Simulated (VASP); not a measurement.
BP:

```
B P
1.0
     0.00000    2.14038    2.26832
     2.26832    0.00000    2.26832
     2.26832    2.14038    0.00000
B P
1 1
Direct
  0.00000 0.00000 0.00000
  0.25000 0.25000 0.25000
```

This cell differs from its parent crystal: uniaxial y strain -5.6%.

Base run:

| Property | Result |
| --- | --- |
| Program | VASP 6.6.1 |
| Functional | r2SCAN |
| Potentials or basis | VASP PAW PBE potentials, release 64 (B, P) |
| Cutoff | 520 eV |
| k mesh | 10 × 10 × 10 |
| Occupations | gaussian, width 0.01 eV |
| Spin | no spin polarisation |

Its results: band gap on the k mesh 0.44 eV, indirect (least direct gap 3.13 eV); pressure 10.3 GPa.

Question: The run is repeated on the same cell with these changes: functional from r2SCAN to PBE; occupations from gaussian, width 0.01 eV to fermi-dirac, width 0.02 eV. What comes out?

Answer: Band gap on the k mesh 0.28 eV, indirect (least direct gap 2.93 eV); pressure 11.7 GPa.

Caveats: the PAW data sets were made with another functional, which shifts forces and pressure a little (some runs).

A k mesh can miss the band edges.
